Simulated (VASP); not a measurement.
# Cu (P6_3/mmc) in VASP: notebook

The runs below take Cu through single point, with revPBE.

All numbers are computed with VASP 6.6.1; they aren't measurements. Logs are shortened: lines on timing, memory, paths and dates and some standing lists are left out, and cuts for length are marked.

### 1 The cell of the first run

Symmetry: P6_3/mmc, No. 194, hexagonal system. Conventional cell: a = 2.590 Å, b = 2.590 Å, c = 8.456 Å, α = 90.00°, β = 90.00°, γ = 120.00°. Within 3.4 Å of Cu (site symmetry -3m) lie 12 Cu at 2.59 Å. Cu (site symmetry -6m2) has 12 Cu at 2.59 Å within 3.4 Å.

This isn't the form of Cu at room conditions, which is fcc.

### 2 Single point, revPBE

INCAR

```
PREC = Accurate ; ENCUT = 520
EDIFF = 1E-6 ; ISMEAR = -1
SIGMA = 0.1 ; LREAL = False
LASPH = True ; NELM = 100
ALGO = Normal ; ISIF = 2
LWAVE = False ; LCHARG = False
GGA = RE ; NBANDS = 30
```

KPOINTS

```
Automatic mesh
0
Gamma
  14 14 4
```

POSCAR

```
Cu
1.0
    2.5897390257      0.0000000000      0.0000000000
   -1.2948695129      2.2427797854      0.0000000000
    0.0000000000      0.0000000000      8.4559813124
Cu
4
Direct
    0.0000000000      0.0000000000      0.0000000000
    0.0000000000      0.0000000000      0.5000000000
    0.3333333333      0.6666666667      0.2500000000
    0.6666666667      0.3333333333      0.7500000000
```

Potentials or basis: VASP PAW PBE potentials, release 64 (Cu).

Run with:

```console
$ cat potpaw_PBE.64/Cu/POTCAR > POTCAR
$ mpirun -np 1 vasp_std > vasp.out
```

OUTCAR:

```text
PREC = Accurate
   ENCUT = 520
   EDIFF = 1E-6
   ISMEAR = -1
   LREAL = False
   LASPH = True
   NELM = 100
   ISIF = 2
   GGA = RE

 ion  position               nearest neighbor table
   1  0.000  0.000  0.000-   3 2.59   4 2.59   4 2.59   3 2.59   4 2.59   3 2.59
   2  0.000  0.000  0.500-   3 2.59   4 2.59   4 2.59   3 2.59   4 2.59   3 2.59
   3  0.333  0.667  0.250-   1 2.59   2 2.59   1 2.59   2 2.59   1 2.59   2 2.59
   4  0.667  0.333  0.750-   1 2.59   2 2.59   1 2.59   2 2.59   1 2.59   2 2.59

  LATTYP: Found a hexagonal cell.
 ALAT       =     2.5897390257
 C/A-ratio  =     3.2651866572

  Lattice vectors:

 A1 = (   2.5897390257,   0.0000000000,   0.0000000000)
 A2 = (  -1.2948695129,   2.2427797854,   0.0000000000)
 A3 = (   0.0000000000,   0.0000000000,   8.4559813124)

Analysis of symmetry for initial positions (statically):
=====================================================================
 Subroutine PRICEL returns:
 Original cell was already a primitive cell.

 Routine SETGRP: Setting up the symmetry group for a
 hexagonal supercell.

 Subroutine GETGRP returns: Found 24 space group operations
 (whereof 12 operations were pure point group operations)
 out of a pool of 24 trial point group operations.

The static configuration has the point symmetry D_3d.
 The point group associated with its full space group is D_6h.

Analysis of symmetry for dynamics (positions and initial velocities):
=====================================================================
 Subroutine PRICEL returns:
 Original cell was already a primitive cell.

 Routine SETGRP: Setting up the symmetry group for a
 hexagonal supercell.

 Subroutine GETGRP returns: Found 24 space group operations
 (whereof 12 operations were pure point group operations)
 out of a pool of 24 trial point group operations.

The dynamic configuration has the point symmetry D_3d.
 The point group associated with its full space group is D_6h.

 Subroutine INISYM returns: Found 24 space group operations
 (whereof 12 operations are pure point group operations),
 and found     1 'primitive' translations

----------------------------------------------------------------------------------------

                                     Primitive cell

  volume of cell :      49.1142

  direct lattice vectors                    reciprocal lattice vectors
     2.589739026  0.000000000  0.000000000     0.386139294  0.222937626  0.000000000
    -1.294869513  2.242779785  0.000000000     0.000000000  0.445875251  0.000000000
     0.000000000  0.000000000  8.455981312     0.000000000  0.000000000  0.118259486

  length of vectors
     2.589739026  2.589739026  8.455981312     0.445875251  0.445875251  0.118259486

  position of ions in fractional coordinates (direct lattice)
     0.000000000  0.000000000  0.000000000
     0.000000000  0.000000000  0.500000000
     0.333333333  0.666666667  0.250000000
     0.666666667  0.333333333  0.750000000

  ion indices of the primitive-cell ions
   primitive index   ion index
                 1           1
                 2           2
                 3           3
                 4           4

----------------------------------------------------------------------------------------

 KPOINTS: Automatic mesh

Automatic generation of k-mesh.
 Grid dimensions read from file:
 generate k-points for:   14   14    4

 Generating k-lattice:

  Cartesian coordinates                     Fractional coordinates (reciprocal lattice)
     0.027581378  0.015924116  0.000000000     0.071428571  0.000000000  0.000000000
     0.000000000  0.031848232  0.000000000     0.000000000  0.071428571  0.000000000
     0.000000000  0.000000000  0.029564871     0.000000000  0.000000000  0.250000000

  Length of vectors
     0.031848232  0.031848232  0.029564871

  Shift w.r.t. Gamma in fractional coordinates (k-lattice)
     0.000000000  0.000000000  0.000000000

 Subroutine IBZKPT returns following result:
 ===========================================

 Found     72 irreducible k-points:

 Following reciprocal coordinates:
            Coordinates               Weight
  0.000000  0.000000  0.000000      1.000000
  0.071429 -0.000000  0.000000      6.000000
  0.142857  0.000000  0.000000      6.000000
  0.214286  0.000000  0.000000      6.000000
  0.285714 -0.000000  0.000000      6.000000
  0.357143 -0.000000  0.000000      6.000000
[... 16 lines left out ...]
  0.285714  0.285714  0.000000      6.000000
  0.357143  0.285714  0.000000      6.000000
 [... further k-points ...]
   k-points           NKPTS =     72   k-points in BZ     NKDIM =     72   number of bands    NBANDS=     30
   number of dos      NEDOS =    301   number of ions     NIONS =      4
   total plane-waves  NPLWV =  25600
   dimension x,y,z NGX =    20 NGY =   20 NGZ =   64
   dimension x,y,z NGXF=    40 NGYF=   40 NGZF=  128
   ions per type =               4
   NGX,Y,Z   is equivalent  to a cutoff of  12.84, 12.84, 12.58 a.u.
   NGXF,Y,Z  is equivalent  to a cutoff of  25.68, 25.68, 25.17 a.u.
 SYSTEM =  unknown system
   PREC   = accura    normal or accurate (medium, high low for compatibility)
   ISTART =      0    job   : 0-new  1-cont  2-samecut
   ICHARG =      2    charge: 1-file 2-atom 10-const
   ISPIN  =      1    spin polarized calculation?
   LNONCOLLINEAR =      F non collinear calculations
   LSORBIT =      F    spin-orbit coupling
   LASPH  =      T    aspherical Exc in radial PAW
   ENCUT  =  520.0 eV  38.22 Ry    6.18 a.u.   4.82  4.82 15.72*2*pi/ulx,y,z
   NELM   =    100;   NELMIN=  2; NELMDL= -5     # of ELM steps
   EDIFF  = 0.1E-05   stopping-criterion for ELM
   LREAL  =      F    real-space projection
   EDIFFG = 0.1E-04   stopping-criterion for IOM
   NSW    =      0    number of steps for IOM
   IBRION =     -1    ionic relax: 0-MD 1-quasi-New 2-CG
   NFREE  =      0    steps in history (QN), initial steepest desc. (CG)
   ISIF   =      2    stress and relaxation
   ISYM   =      2    0-nonsym 1-usesym 2-fastsym
   POTIM  = 0.5000    time-step for ionic-motion
   TEBEG  =    0.0;   TEEND  =   0.0 temperature during run
   PSTRESS=    0.0 pullay stress
   NELECT =      44.0000    total number of electrons
   NUPDOWN=      -1.0000    fix difference up-down
   EMIN   =  10.00;   EMAX   =-10.00  energy-range for DOS
   EFERMI =   0.00;   METHOD = LEGACY
   ISMEAR =    -1;   SIGMA  =   0.10  broadening in eV -4-tet -1-fermi 0-gaus
   EFERMI_NEDOS =   21; number of points for ismear=-14 and -15
   IALGO  =     38    algorithm
   IMIX   =      4    mixing-type and parameters
     AMIX     =   0.40;   BMIX     =  1.00
     AMIX_MAG =   1.60;   BMIX_MAG =  1.00
  volume/ion in A,a.u.               =      12.28        82.86
  Fermi-wavevector in a.u.,A,eV,Ry     =   1.578181  2.982330 33.887427  2.490656
  Thomas-Fermi vector in A             =   2.678751
   LORBIT       =      0    0 simple, 1 ext, 2 COOP (PROOUT), +10 PAW based schemes
   GGA     = RE    functional components
   LHFCALC =     F    Hartree Fock is set to
   AEXX    =    0.0000 exact exchange contribution
   IVDW    =     0    specifies the selected vdW correction
   LEPSILON=     F    determine dielectric tensor
   LRPA    =     F    only Hartree local field effects (RPA)
 non-spin polarized calculation
  energy-cutoff  :      520.00
  volume of cell :       49.11
 maximum number of plane-waves:      1344
 NGX is ok and might be reduce to    20
   NGX =  9   NGY =  9   NGZ = 31

 number of electron      44.0000032 magnetization

 Free energy of the ion-electron system (eV)
  ---------------------------------------------------
  ext. energy  EPLUGINS =         0.00000000
  ---------------------------------------------------
  free energy    TOTEN  =       -13.40617145 eV

  energy without entropy =      -13.36002895  energy(sigma->0) =      -13.38310020

 E-fermi :   7.1774     XC(G=0): -12.4010

 val. band max:        7.1464841861   @ k =   0.4286   0.0714   0.5000
 cond. band min:       7.2347263822   @ k =   0.4286   0.0000   0.0000
 fundamental gap:      0.0882421962
 Fermi energy:         7.1773868254

 k-point     1 :       0.0000    0.0000    0.0000
  band No.  band energies     occupation
      1      -1.8253      2.00000
      2       0.2405      2.00000
      3       0.2483      2.00000
      4       2.3695      2.00000
      5       4.0896      2.00000
      6       4.0913      2.00000
[... 22 lines left out ...]
     29      28.5385      0.00000
     30      28.5513      0.00000

 k-point     2 :       0.0714   -0.0000    0.0000
  band No.  band energies     occupation
      1      -1.6648      2.00000
      2       0.3845      2.00000
      3       0.3922      2.00000
      4       2.4629      2.00000
      5       4.0140      2.00000
      6       4.0542      2.00000
[... 22 lines left out ...]
     29      26.9513      0.00000
     30      27.2127      0.00000

 k-point     3 :       0.1429    0.0000    0.0000
  band No.  band energies     occupation
      1      -1.1906      2.00000
      2       0.7987      2.00000
      3       0.8060      2.00000
      4       2.7144      2.00000
      5       3.8652      2.00000
      6       3.9643      2.00000
[... 22 lines left out ...]
     29      24.1117      0.00000
     30      24.1400      0.00000

 k-point     4 :       0.2143    0.0000    0.0000
  band No.  band energies     occupation
      1      -0.4295      2.00000
      2       1.4127      2.00000
      3       1.4192      2.00000
      4       3.0185      2.00000
      5       3.7324      2.00000
      6       3.8099      2.00000
[... 616 lines left out ...]
     29      15.9825      0.00000
     30      16.5472      0.00000

 k-point    23 :       0.2857    0.2857    0.0000
  band No.  band energies     occupation
      1       3.1891      2.00000
      2       3.1967      2.00000
      3       3.2080      2.00000
      4       3.3092      2.00000
      5       3.4647      2.00000
      6       3.4804      2.00000
[... 22 lines left out ...]
     29      14.7414      0.00000
     30      16.1988      0.00000

 k-point    24 :       0.3571    0.2857    0.0000
  band No.  band energies     occupation
      1       3.2382      2.00000
      2       3.2503      2.00000
      3       3.3882      2.00000
      4       3.4600      2.00000
      5       3.4952      2.00000
      6       3.5162      2.00000
[... 22 lines left out ...]
     29      14.3458      0.00000
     30      17.4748      0.00000

 [... further k-points ...]

------------------------ aborting loop because EDIFF is reached ----------------------------------------

  FORCE on cell =-STRESS in cart. coord.  units (eV):
  Direction    XX          YY          ZZ          XY          YZ          ZX
  --------------------------------------------------------------------------------------
  -------------------------------------------------------------------------------------
  Total        0.1889057      0.1889057      0.1752247     -0.0000000      0.0000000      0.0000000
  in kB        6.1623888      6.1623888      5.7160911     -0.0000000      0.0000000      0.0000000
  external PRESSURE =       6.0136229 kB  Pullay stress =       0.0000000 kB

 VOLUME and BASIS-vectors are now :
 -----------------------------------------------------------------------------
  energy-cutoff  :      520.00
  volume of cell :       49.11
      direct lattice vectors                 reciprocal lattice vectors
     2.589739026  0.000000000  0.000000000     0.386139294  0.222937626  0.000000000
    -1.294869513  2.242779785  0.000000000     0.000000000  0.445875251  0.000000000
     0.000000000  0.000000000  8.455981312     0.000000000  0.000000000  0.118259486

 POSITION                                       TOTAL-FORCE (eV/Angst)
 -----------------------------------------------------------------------------------
      0.00000      0.00000      0.00000        -0.000000      0.000000      0.000000
      0.00000      0.00000      4.22799        -0.000000      0.000000      0.000000
     -0.00000      1.49519      2.11400         0.000000      0.000000      0.000000
      1.29487      0.74759      6.34199        -0.000000      0.000000     -0.000000
 -----------------------------------------------------------------------------------
    total drift:                                0.000000     -0.000000      0.000000

  FREE ENERGIE OF THE ION-ELECTRON SYSTEM (eV)
  ---------------------------------------------------
  free  energy   TOTEN  =       -13.4061714543 eV

  energy  without entropy=      -13.3600289465  energy(sigma->0) =      -13.38310020
```

It took 2.1 min on 1 thread of Intel Xeon 8259CL, shared host; peak memory 0.21 GiB.

What came out:

* Free energy: -13.4062 eV
* Pressure: 0.6 GPa
* Band gap on the k mesh: zero (bands 22 and 23 overlap by 4.44 eV)

Levels at points of the mesh, in eV from the Fermi level:
| k point | band 18 | band 19 | band 20 | band 21 | band 22 | band 23 | band 24 | band 25 | band 26 | band 27 |
| --- | --- | --- | --- | --- | --- | --- | --- | --- | --- | --- |
| (0.00, 0.00, 0.00) | -2.00 | -2.00 | -1.86 | -1.86 | -1.59 | -1.59 | -0.84 | 3.64 | 12.19 | 12.19 |
| (0.50, 0.00, 0.00) | -1.47 | -1.46 | -1.45 | -0.48 | 0.53 | 0.97 | 1.54 | 4.44 | 4.46 | 8.35 |
| (0.00, 0.00, 0.50) | -2.12 | -2.12 | -2.12 | -1.70 | -1.70 | -1.70 | -1.70 | 6.74 | 6.74 | 18.45 |
| (0.50, 0.00, 0.50) | -1.54 | -1.47 | -1.47 | 0.12 | 0.12 | 1.36 | 1.36 | 4.98 | 4.98 | 6.75 |

Caveat: the PAW data sets were made with another functional, which shifts forces and pressure a little.

### 3 Single point, revPBE (10.81 Å³/atom)

This run uses another cell than the first one, of 10.81 Å³/atom.

INCAR

```
SYSTEM = Cu
  PREC = Accurate
  ENCUT = 520
  EDIFF = 1E-6
  ISMEAR = -1
  SIGMA = 0.1
  LREAL = .False.
  LASPH = .True.
  NELM = 100
  ALGO = Normal
  ISIF = 2
  LWAVE = .False.
  LCHARG = .False.
  GGA = RE
  NBANDS = 30
```

KPOINTS

```
regular mesh
0
Gamma
  16 16 5
  0 0 0
```

POSCAR

```
Cu
1.0
    2.4817053985      0.0000000000      0.0000000000
   -1.2408526992      2.1492199198      0.0000000000
    0.0000000000      0.0000000000      8.1032313542
Cu
4
Direct
    0.0000000000      0.0000000000      0.0000000000
    0.0000000000      0.0000000000      0.5000000000
    0.3333333333      0.6666666667      0.2500000000
    0.6666666667      0.3333333333      0.7500000000
```

Potentials or basis: VASP PAW PBE potentials, release 64 (Cu).

Run with:

```console
$ cat potpaw_PBE.64/Cu/POTCAR > POTCAR
$ mpirun -np 1 vasp_std > vasp.out
```

Run time: 2.1 min. Hardware: 1 thread of Intel Xeon 8259CL, shared host; peak memory 0.21 GiB.

The run converged. Its results:

- Free energy: -13.0184 eV
- Pressure: 23.1 GPa
- Band gap on the k mesh: zero (bands 22 and 23 overlap by 5.51 eV)

Stress tensor (GPa, compression positive):
```
23.10  0.00  0.00
 0.00 23.10  0.00
 0.00  0.00 23.24
```

Levels at points of the mesh, in eV from the Fermi level:
| k point | band 20 | band 21 | band 22 | band 23 | band 24 | band 25 |
| --- | --- | --- | --- | --- | --- | --- |
| (0.00, 0.00, 0.00) | -2.07 | -2.07 | -1.74 | -1.74 | -1.25 | 4.27 |
| (0.50, 0.00, 0.00) | -1.57 | -0.78 | 0.31 | 1.07 | 1.67 | 5.10 |

Caveat: the cell stands under pressure; the PAW data sets were made with another functional, which shifts forces and pressure a little.

[end of part 1 of 3]
